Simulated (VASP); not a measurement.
# MnS (Fm-3m) in VASP: further runs, part 2 of 2

VASP 6.6.1. Earlier steps stand in the parts before.

## (3) Single point, PBE, collinear spin, ferromagnetic start

This run uses another cell than the first one, of 17.67 Å³/atom.

File INCAR:

```
PREC = Accurate ; ENCUT = 520
EDIFF = 1E-6 ; ISMEAR = 0
SIGMA = 0.03 ; LREAL = F
LASPH = T ; NELM = 150
ALGO = Normal ; ISIF = 2
LWAVE = F ; LCHARG = F
ISPIN = 2 ; MAGMOM = 4 0
LORBIT = 11 ; LMAXMIX = 4
GGA = PE ; NBANDS = 20
```

File KPOINTS:

```
regular mesh
0
Gamma
  9 9 9
```

File POSCAR:

```
MnS
1.0
    0.0000000000      2.6045000000      2.6045000000
    2.6045000000      0.0000000000      2.6045000000
    2.6045000000      2.6045000000      0.0000000000
Mn S
1 1
Direct
    0.0000000000      0.0000000000      0.0000000000
    0.5000000000      0.5000000000      0.5000000000
```

Potentials or basis: VASP PAW PBE potentials, release 64 (Mn_pv, S).

Command:

```bash
$ cat potpaw_PBE.64/Mn_pv/POTCAR potpaw_PBE.64/S/POTCAR > POTCAR
$ mpirun -np 1 vasp_std > vasp.out
```

OUTCAR:

```text
PREC = Accurate
   ENCUT = 520
   EDIFF = 1E-6
   ISMEAR = 0
   LREAL = F
   LASPH = T
   NELM = 150
   ISIF = 2
   ISPIN = 2
   LORBIT = 11
   GGA = PE

 ion  position               nearest neighbor table
   1  0.000  0.000  0.000-   2 2.60   2 2.60   2 2.60   2 2.60   2 2.60   2 2.60
   2  0.500  0.500  0.500-   1 2.60   1 2.60   1 2.60   1 2.60   1 2.60   1 2.60

  LATTYP: Found a face centered cubic cell.
 ALAT       =     5.2090000000

  Lattice vectors:

 A1 = (   0.0000000000,   2.6045000000,   2.6045000000)
 A2 = (   2.6045000000,   0.0000000000,   2.6045000000)
 A3 = (   2.6045000000,   2.6045000000,   0.0000000000)

Analysis of symmetry for initial positions (statically):
=====================================================================
 Subroutine PRICEL returns:
 Original cell was already a primitive cell.

 Routine SETGRP: Setting up the symmetry group for a
 face centered cubic supercell.

 Subroutine GETGRP returns: Found 48 space group operations
 (whereof 48 operations were pure point group operations)
 out of a pool of 48 trial point group operations.

The static configuration has the point symmetry O_h .

Analysis of symmetry for dynamics (positions and initial velocities):
=====================================================================
 Subroutine PRICEL returns:
 Original cell was already a primitive cell.

 Routine SETGRP: Setting up the symmetry group for a
 face centered cubic supercell.

 Subroutine GETGRP returns: Found 48 space group operations
 (whereof 48 operations were pure point group operations)
 out of a pool of 48 trial point group operations.

The dynamic configuration has the point symmetry O_h .

Analysis of structural, dynamic, and magnetic symmetry:
=====================================================================
 Subroutine PRICEL returns:
 Original cell was already a primitive cell.

 Routine SETGRP: Setting up the symmetry group for a
 face centered cubic supercell.

 Subroutine GETGRP returns: Found 48 space group operations
[... 140 lines left out ...]

 number of electron      18.9999989 magnetization       4.7198130

 Free energy of the ion-electron system (eV)
  ---------------------------------------------------
  ext. energy  EPLUGINS =         0.00000000
  ---------------------------------------------------
  free energy    TOTEN  =       -14.06663129 eV

  energy without entropy =      -14.06615272  energy(sigma->0) =      -14.06639201

 E-fermi :   6.6269     XC(G=0): -10.6417

 val. band max:        6.6172815956   @ k =  -0.2222   0.1111   0.0000
 cond. band min:       6.6422365144   @ k =  -0.3333   0.2222   0.0000
 fundamental gap:      0.0249549189
 Fermi energy:         6.6269350665

 spin component 1

 k-point     1 :       0.0000    0.0000    0.0000
  band No.  band energies     occupation
      1     -44.0626      1.00000
      2     -44.0626      1.00000
      3     -44.0626      1.00000
      4      -7.9385      1.00000
      5       3.2537      1.00000
      6       3.2537      1.00000
[... 541 lines left out ...]
     19      21.3185      0.00000
     20      21.3185      0.00000

 [... further k-points ...]

 spin component 2

 k-point     1 :       0.0000    0.0000    0.0000
  band No.  band energies     occupation
      1     -39.5273      1.00000
      2     -39.5273      1.00000
      3     -39.5273      1.00000
      4      -7.6417      1.00000
      5       4.9862      1.00000
      6       4.9862      1.00000
[... 541 lines left out ...]
     19      21.7213      0.00000
     20      21.7213      0.00000

 [... further k-points ...]
[... 5 lines left out ...]
  --------------------------------------------------------------------------------------
  -------------------------------------------------------------------------------------
  Total       -0.6311266     -0.6311266     -0.6311266      0.0000000      0.0000000     -0.0000000
  in kB      -28.6169905    -28.6169905    -28.6169905      0.0000000      0.0000000     -0.0000000
  external PRESSURE =     -28.6169905 kB  Pullay stress =       0.0000000 kB

 VOLUME and BASIS-vectors are now :
 -----------------------------------------------------------------------------
  energy-cutoff  :      520.00
  volume of cell :       35.33
      direct lattice vectors                 reciprocal lattice vectors
     0.000000000  2.604500000  2.604500000    -0.191975427  0.191975427  0.191975427
     2.604500000  0.000000000  2.604500000     0.191975427 -0.191975427  0.191975427
     2.604500000  2.604500000  0.000000000     0.191975427  0.191975427 -0.191975427

 POSITION                                       TOTAL-FORCE (eV/Angst)
 -----------------------------------------------------------------------------------
      0.00000      0.00000      0.00000         0.000000      0.000000     -0.000000
      2.60450      2.60450      2.60450         0.000000     -0.000000      0.000000
 -----------------------------------------------------------------------------------
    total drift:                               -0.000000      0.000000      0.000000

  FREE ENERGIE OF THE ION-ELECTRON SYSTEM (eV)
  ---------------------------------------------------
  free  energy   TOTEN  =       -14.0666312943 eV

  energy  without entropy=      -14.0661527244  energy(sigma->0) =      -14.06639201

 total charge

# of ion       s       p       d       tot
------------------------------------------
    1        0.215   6.162   4.928  11.305
    2        1.327   2.401   0.000   3.728
--------------------------------------------------
tot          1.542   8.563   4.928  15.033

 magnetization (x)

# of ion       s       p       d       tot
------------------------------------------
    1        0.052   0.039   4.171   4.261
    2        0.027   0.081   0.000   0.108
--------------------------------------------------
tot          0.078   0.120   4.171   4.369
```

OSZICAR:

```text
N       E                     dE             d eps       ncg     rms          rms(c)
DAV:   1     0.153584028986E+03    0.15358E+03   -0.10106E+04  2816   0.975E+02
DAV:   2    -0.693444625138E+01   -0.16052E+03   -0.15080E+03  2916   0.284E+02
DAV:   3    -0.150987183124E+02   -0.81643E+01   -0.80625E+01  3296   0.693E+01
DAV:   4    -0.151970261804E+02   -0.98308E-01   -0.98248E-01  3164   0.774E+00
DAV:   5    -0.151984650590E+02   -0.14389E-02   -0.14388E-02  3164   0.987E-01    0.115E+01
DAV:   6    -0.141269451345E+02    0.10715E+01   -0.55937E+00  3120   0.272E+01    0.110E+01
DAV:   7    -0.140691582178E+02    0.57787E-01   -0.69153E-01  3068   0.106E+01    0.621E+00
DAV:   8    -0.140708316623E+02   -0.16734E-02   -0.34381E-02  3096   0.149E+00    0.324E+00
DAV:   9    -0.140661350273E+02    0.46966E-02   -0.11962E-02  2988   0.107E+00    0.281E-01
DAV:  10    -0.140665371332E+02   -0.40211E-03   -0.23303E-03  3008   0.335E-01    0.139E-01
DAV:  11    -0.140665869722E+02   -0.49839E-04   -0.25137E-04  3072   0.117E-01    0.111E-01
DAV:  12    -0.140666129782E+02   -0.26006E-04   -0.42211E-05  3092   0.577E-02    0.787E-02
DAV:  13    -0.140666270819E+02   -0.14104E-04   -0.82087E-06  2984   0.229E-02    0.358E-02
DAV:  14    -0.140666308906E+02   -0.38088E-05   -0.54040E-06  2964   0.183E-02    0.675E-03
DAV:  15    -0.140666312943E+02   -0.40370E-06   -0.49741E-07  2036   0.516E-03
   1 F= -.14066631E+02 E0= -.14066392E+02  d E =-.478570E-03  mag=     4.7197
```

stdout:

```text
POSCAR found type information on POSCAR MnS
 POSCAR found :  2 types and       2 ions
 scaLAPACK will be used
 LDA part: xc-table for (Slater+PW92), standard interpolation
 POSCAR, INCAR and KPOINTS ok, starting setup
 FFT: planning ... GRIDC
 FFT: planning ... GRID_SOFT
 FFT: planning ... GRID
 WAVECAR not read
 entering main loop
```

Wall time 76 s (1 thread of Intel Xeon 8259CL, shared host); peak memory 0.19 GiB.

What came out:

```
Free energy                                           : -14.0666 eV
Pressure                                              : -2.9 GPa
Net moment                                            : 4.72 μB per cell
Site moments                                          : Mn +4.26; S +0.11 μB
Valence electrons inside the program's atomic spheres : Mn 11.30; S 3.73
```

Levels at points of the mesh, in eV from the Fermi level:
Spin up:
```tsv
k point	band 10	band 11	band 12	band 13	band 14	band 15
(0.00, 0.00, 0.00)	-1.86	-1.86	-1.86	1.73	8.61	8.61
```
Spin down:
```tsv
k point	band 5	band 6	band 7	band 8	band 9	band 10
(0.00, 0.00, 0.00)	-1.64	-1.64	-1.64	0.33	0.33	0.33
```

Caveat: a cell with one magnetic atom can't hold antiferromagnetic order, which such compounds often take; semilocal functionals often make such compounds metallic where correlation or magnetic order opens a gap, which also shifts bond lengths. With open d or f shells a metallic result of PBE can be an artefact of self-interaction; +U or a hybrid may open a gap.
